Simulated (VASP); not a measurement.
# TlH2 (P-3m1) in VASP: notebook

Runs on TlH2. Level: PBE. Tasks: single point, relaxation of cell and atoms.

Program: VASP 6.6.1. These are calculated values, not measurements. Logs are shortened: lines on timing, memory, paths and dates and some standing lists are left out, and cuts for length are marked.

## (1) The cell of the first run

The structure is trigonal, space group P-3m1 (No. 164). Conventional cell: a = 3.566 Å, b = 3.566 Å, c = 4.314 Å, α = 90.00°, β = 90.00°, γ = 120.00°. Within 3.0 Å of Tl (site symmetry -3m) lie 6 H at 2.25 Å. H (site symmetry 3m) has 3 Tl at 2.25 Å and 3 H at 2.76 Å within 3.0 Å.

The cell was generated, and may not be a known phase.

## (2) Single point, PBE

File INCAR:

```
SYSTEM = TlH2
ALGO = Normal
EDIFF = 1E-6
ENCUT = 520
GGA = PE
ISIF = 2
ISMEAR = 0
LASPH = .TRUE.
LCHARG = .FALSE.
LREAL = .FALSE.
LWAVE = .FALSE.
NBANDS = 14
NELM = 100
PREC = Accurate
SIGMA = 0.1
```

File KPOINTS:

```
k-points
0
G
  18 18 10
  0 0 0
```

File POSCAR:

```
TlH2
1.0
    3.5656518791      0.0000000000      0.0000000000
   -1.7828259395      3.0879451084      0.0000000000
    0.0000000000      0.0000000000      4.3142000279
Tl H
1 2
Direct
    0.0000000000      0.0000000000      0.0000000000
    0.3333333333      0.6666666667      0.2125333295
    0.6666666667      0.3333333333      0.7874666705
```

Potentials or basis: VASP PAW PBE potentials, release 64 (Tl_d, H).

Run with:

```sh
> cat potpaw_PBE.64/Tl_d/POTCAR potpaw_PBE.64/H/POTCAR > POTCAR
> mpirun -np 1 vasp_std > vasp.out
```

OUTCAR:

```text
SYSTEM = TlH2
   EDIFF = 1E-6
   ENCUT = 520
   GGA = PE
   ISIF = 2
   ISMEAR = 0
   LASPH = .TRUE.
   LREAL = .FALSE.
   NELM = 100
   PREC = Accurate

 ion  position               nearest neighbor table
   1  0.000  0.000  0.000-   2 2.25   3 2.25   3 2.25   2 2.25   3 2.25   2 2.25
   2  0.333  0.667  0.213-   1 2.25   1 2.25   1 2.25
   3  0.667  0.333  0.787-   1 2.25   1 2.25   1 2.25

  LATTYP: Found a hexagonal cell.
 ALAT       =     3.5656518791
 C/A-ratio  =     1.2099330429

  Lattice vectors:

 A1 = (   3.5656518791,   0.0000000000,   0.0000000000)
 A2 = (  -1.7828259395,   3.0879451084,   0.0000000000)
 A3 = (   0.0000000000,   0.0000000000,   4.3142000279)

Analysis of symmetry for initial positions (statically):
=====================================================================
 Subroutine PRICEL returns:
 Original cell was already a primitive cell.

 Routine SETGRP: Setting up the symmetry group for a
 hexagonal supercell.

 Subroutine GETGRP returns: Found 12 space group operations
 (whereof 12 operations were pure point group operations)
 out of a pool of 24 trial point group operations.

The static configuration has the point symmetry D_3d.

Analysis of symmetry for dynamics (positions and initial velocities):
=====================================================================
 Subroutine PRICEL returns:
 Original cell was already a primitive cell.

 Routine SETGRP: Setting up the symmetry group for a
 hexagonal supercell.

 Subroutine GETGRP returns: Found 12 space group operations
 (whereof 12 operations were pure point group operations)
 out of a pool of 24 trial point group operations.

The dynamic configuration has the point symmetry D_3d.

 Subroutine INISYM returns: Found 12 space group operations
 (whereof 12 operations are pure point group operations),
 and found     1 'primitive' translations

----------------------------------------------------------------------------------------

                                     Primitive cell

  volume of cell :      47.5017

  direct lattice vectors                    reciprocal lattice vectors
     3.565651879  0.000000000  0.000000000     0.280453626  0.161919977  0.000000000
    -1.782825939  3.087945108  0.000000000     0.000000000  0.323839953  0.000000000
     0.000000000  0.000000000  4.314200028     0.000000000  0.000000000  0.231792683

  length of vectors
     3.565651879  3.565651879  4.314200028     0.323839953  0.323839953  0.231792683

  position of ions in fractional coordinates (direct lattice)
     0.000000000  0.000000000  0.000000000
     0.333333333  0.666666667  0.212533329
[... 95 lines left out ...]
   EFERMI_NEDOS =   21; number of points for ismear=-14 and -15
   IALGO  =     38    algorithm
   IMIX   =      4    mixing-type and parameters
     AMIX     =   0.40;   BMIX     =  1.00
     AMIX_MAG =   1.60;   BMIX_MAG =  1.00
  volume/ion in A,a.u.               =      15.83       106.85
  Fermi-wavevector in a.u.,A,eV,Ry     =   1.114814  2.106693 16.909453  1.242810
  Thomas-Fermi vector in A             =   2.251412
   LORBIT       =      0    0 simple, 1 ext, 2 COOP (PROOUT), +10 PAW based schemes
   GGA     = PE    functional components
   LHFCALC =     F    Hartree Fock is set to
   AEXX    =    0.0000 exact exchange contribution
   IVDW    =     0    specifies the selected vdW correction
   LEPSILON=     F    determine dielectric tensor
   LRPA    =     F    only Hartree local field effects (RPA)
 non-spin polarized calculation
 Gauss-broadening in eV      SIGMA  =   0.10
  energy-cutoff  :      520.00
  volume of cell :       47.50
 maximum number of plane-waves:      1306
 NGX is ok and might be reduce to    28
   NGX = 13   NGY = 13   NGZ = 17

 number of electron      14.9999998 magnetization

 Free energy of the ion-electron system (eV)
  ---------------------------------------------------
  ext. energy  EPLUGINS =         0.00000000
  ---------------------------------------------------
  free energy    TOTEN  =        -7.09153823 eV

  energy without entropy =       -7.08740896  energy(sigma->0) =       -7.08947359

 E-fermi :   2.5543     XC(G=0):  -8.5720

 val. band max:        2.5491537029   @ k =   0.3889  -0.0000   0.3000
 cond. band min:       2.5680393901   @ k =   0.5000  -0.0000   0.5000
 fundamental gap:      0.0188856872
 Fermi energy:         2.5542600204

 k-point     1 :       0.0000    0.0000    0.0000
  band No.  band energies     occupation
      1      -8.7227      2.00000
      2      -8.4652      2.00000
      3      -8.4652      2.00000
      4      -8.2429      2.00000
      5      -8.2429      2.00000
      6      -6.5726      2.00000
      7       0.4067      2.00000
      8       6.4346      0.00000
      9       9.1208      0.00000
     10       9.1673      0.00000
     11      10.8607      0.00000
     12      10.8607      0.00000
     13      14.7894      0.00000
     14      14.7894      0.00000
[... 377 lines left out ...]
      1      -8.7880      2.00000
      2      -8.4680      2.00000
      3      -8.3239      2.00000
      4      -8.2906      2.00000
      5      -8.1365      2.00000
      6      -3.1649      2.00000
      7      -1.2596      2.00000
      8       2.5985      0.53190
      9       6.6906      0.00000
     10       7.8463      0.00000
     11       9.9792      0.00000
     12      11.3878      0.00000
     13      12.1042      0.00000
     14      13.0166      0.00000

 [... further k-points ...]

------------------------ aborting loop because EDIFF is reached ----------------------------------------

  FORCE on cell =-STRESS in cart. coord.  units (eV):
  Direction    XX          YY          ZZ          XY          YZ          ZX
  --------------------------------------------------------------------------------------
  -------------------------------------------------------------------------------------
  Total       -0.0330812     -0.0330812     -0.0262533     -0.0000000     -0.0000000     -0.0000000
  in kB       -1.1157910     -1.1157910     -0.8854951     -0.0000000     -0.0000000     -0.0000000
  external PRESSURE =      -1.0390257 kB  Pullay stress =       0.0000000 kB

 VOLUME and BASIS-vectors are now :
 -----------------------------------------------------------------------------
  energy-cutoff  :      520.00
  volume of cell :       47.50
      direct lattice vectors                 reciprocal lattice vectors
     3.565651879  0.000000000  0.000000000     0.280453626  0.161919977  0.000000000
    -1.782825939  3.087945108  0.000000000     0.000000000  0.323839953  0.000000000
     0.000000000  0.000000000  4.314200028     0.000000000  0.000000000  0.231792683

 POSITION                                       TOTAL-FORCE (eV/Angst)
 -----------------------------------------------------------------------------------
      0.00000      0.00000      0.00000        -0.000000      0.000000      0.000000
     -0.00000      2.05863      0.91691         0.000000      0.000000      0.003117
      1.78283      1.02932      3.39729        -0.000000     -0.000000     -0.003117
 -----------------------------------------------------------------------------------
    total drift:                               -0.000000      0.000000      0.000000

  FREE ENERGIE OF THE ION-ELECTRON SYSTEM (eV)
  ---------------------------------------------------
  free  energy   TOTEN  =        -7.0915382270 eV

  energy  without entropy=       -7.0874089595  energy(sigma->0) =       -7.08947359
```

OSZICAR:

```text
N       E                     dE             d eps       ncg     rms          rms(c)
DAV:   1     0.538147308584E+02    0.53815E+02   -0.70776E+03  9576   0.891E+02
DAV:   2    -0.648263535406E+01   -0.60297E+02   -0.58046E+02 11094   0.201E+02
DAV:   3    -0.750226745649E+01   -0.10196E+01   -0.10162E+01 11034   0.239E+01
DAV:   4    -0.750834381767E+01   -0.60764E-02   -0.60760E-02 11218   0.204E+00
DAV:   5    -0.750845368845E+01   -0.10987E-03   -0.10987E-03 11292   0.275E-01    0.605E+00
DAV:   6    -0.715143415764E+01    0.35702E+00   -0.31427E-01 10026   0.474E+00    0.392E+00
DAV:   7    -0.708940926815E+01    0.62025E-01   -0.25427E-01 10134   0.315E+00    0.108E+00
DAV:   8    -0.709067360484E+01   -0.12643E-02   -0.30052E-02 10146   0.142E+00    0.173E-01
DAV:   9    -0.709145109540E+01   -0.77749E-03   -0.16920E-03 11010   0.348E-01    0.584E-02
DAV:  10    -0.709151733769E+01   -0.66242E-04   -0.23226E-04 11088   0.103E-01    0.163E-02
DAV:  11    -0.709154186520E+01   -0.24528E-04   -0.62788E-05 10854   0.559E-02    0.124E-02
DAV:  12    -0.709153806268E+01    0.38025E-05   -0.85015E-06 10404   0.242E-02    0.265E-03
DAV:  13    -0.709153822702E+01   -0.16434E-06   -0.82519E-07  8346   0.573E-03
   1 F= -.70915382E+01 E0= -.70894736E+01  d E =-.412927E-02
```

stdout:

```text
POSCAR found type information on POSCAR TlH
 POSCAR found :  2 types and       3 ions
 scaLAPACK will be used
 LDA part: xc-table for (Slater+PW92), standard interpolation
 POSCAR, INCAR and KPOINTS ok, starting setup
 FFT: planning ... GRIDC
 FFT: planning ... GRID_SOFT
 FFT: planning ... GRID
 WAVECAR not read
 entering main loop
```

Wall time 65 s (1 thread of Intel Xeon 6975P-C (Granite Rapids), shared host); peak memory 0.33 GiB.

Results:

```
Free energy            : -7.0915 eV
Pressure               : -0.1 GPa
Largest force          : 0.003 eV/Å
Band gap on the k mesh : zero (an odd number of electrons rules out a gap without spin polarisation)
```

Forces on the atoms (eV/Å):
```
Tl   0.000  0.000  0.000
H    0.000  0.000  0.003
H    0.000  0.000 -0.003
```

Caveat: spin-orbit coupling is left out, which moves the levels of the heavy elements; an odd number of electrons without spin polarisation forces a metal; a magnetic or distorted state may lie lower.

## (3) Relaxation of cell and atoms, PBE

This run uses another cell than the first one, of 16.09 Å³/atom.

File INCAR:

```
SYSTEM = TlH2
PREC = Accurate ; ENCUT = 600
EDIFF = 1E-6 ; ISMEAR = 0
SIGMA = 0.1 ; LREAL = .False.
LASPH = .True. ; NELM = 100
ALGO = Normal ; ISIF = 3
LWAVE = .False. ; LCHARG = .False.
GGA = PE ; IBRION = 2
NSW = 100 ; EDIFFG = -0.01
```

File KPOINTS:

```
Automatic mesh
0
Gamma
  18 18 10
  0 0 0
```

File POSCAR:

```
TlH2
1.0
    3.5625123823      0.0000000000      0.0000000000
   -1.7812561911      3.0852262243      0.0000000000
    0.0000000000      0.0000000000      4.3927551425
Tl H
1 2
Direct
    0.0000000000      0.0000000000      0.0000000000
    0.3333333333      0.6666666667      0.2121566766
    0.6666666667      0.3333333333      0.7878433234
```

Potentials or basis: VASP PAW PBE potentials, release 64 (Tl_d, H).

Run with:

```sh
> cat potpaw_PBE.64/Tl_d/POTCAR potpaw_PBE.64/H/POTCAR > POTCAR
> mpirun -np 1 vasp_std > vasp.out
```

Run time: 3.3 min. Hardware: 1 thread of Intel Xeon 6975P-C (Granite Rapids), shared host; peak memory 0.37 GiB.

Results (log left out):

```
Free energy                           : -7.0919 eV
Relaxed volume                        : 15.95 Å³/atom
Relaxed cell                          : a = 3.565 Å, b = 3.565 Å, c = 4.349 Å, α = 90.00°, β = 90.00°, γ = 120.00°
Space group after relaxing (to 0.1 Å) : P-3m1 (No. 164)
Energy gained by relaxing             : 0.2 meV/atom
Ionic steps                           : 6
Pressure after relaxing               : 0.0 GPa
Largest force after relaxing          : 0.008 eV/Å
Band gap on the k mesh                : zero (an odd number of electrons rules out a gap without spin polarisation)
```

Forces on the atoms (eV/Å):
```
Tl   0.000  0.000  0.000
H    0.000  0.000  0.008
H    0.000  0.000 -0.008
```

Step by step:
| step | energy change (eV) | largest force (eV/Å) | pressure (GPa) | volume (Å³) |
| --- | --- | --- | --- | --- |
| 1 | 0.0000 | 0.0259 | -0.15 | 48.28 |
| 2 | -0.0002 | 0.0192 | -0.06 | 48.18 |
| 3 | -0.0003 | 0.0129 | 0.00 | 48.07 |
| 4 | -0.0004 | 0.0004 | 0.13 | 47.87 |
| 5 | -0.0005 | 0.0031 | 0.07 | 47.87 |
| 6 | -0.0006 | 0.0079 | 0.01 | 47.86 |

Final structure:
```
Tl H
1.0
     3.56456    0.00000    0.00000
    -1.78228    3.08700    0.00000
     0.00000    0.00000    4.34939
Tl H
1 2
Cartesian
  0.0000 0.0000 0.0000
  0.0000 2.0580 0.9149
  1.7823 1.0290 3.4345
```

Levels at points of the mesh, in eV from the Fermi level:
| k point | band 5 | band 6 | band 7 | band 8 | band 9 | band 10 |
| --- | --- | --- | --- | --- | --- | --- |
| (0.00, 0.00, 0.00) | -10.80 | -9.12 | -2.19 | 3.86 | 6.53 | 6.57 |
| (0.50, 0.00, 0.00) | -10.64 | -5.13 | -4.79 | 0.88 | 4.02 | 4.83 |
| (0.00, 0.00, 0.50) | -10.81 | -8.52 | -4.04 | 4.89 | 5.25 | 8.93 |
| (0.50, 0.00, 0.50) | -10.64 | -4.66 | -4.37 | 0.03 | 1.27 | 5.42 |

Caveat: spin-orbit coupling is left out, which moves the levels of the heavy elements; an odd number of electrons without spin polarisation forces a metal; a magnetic or distorted state may lie lower.

(Continued in part 2 of 2.)

The gap in the log of VASP goes by the Fermi energy; the results here count the filled bands.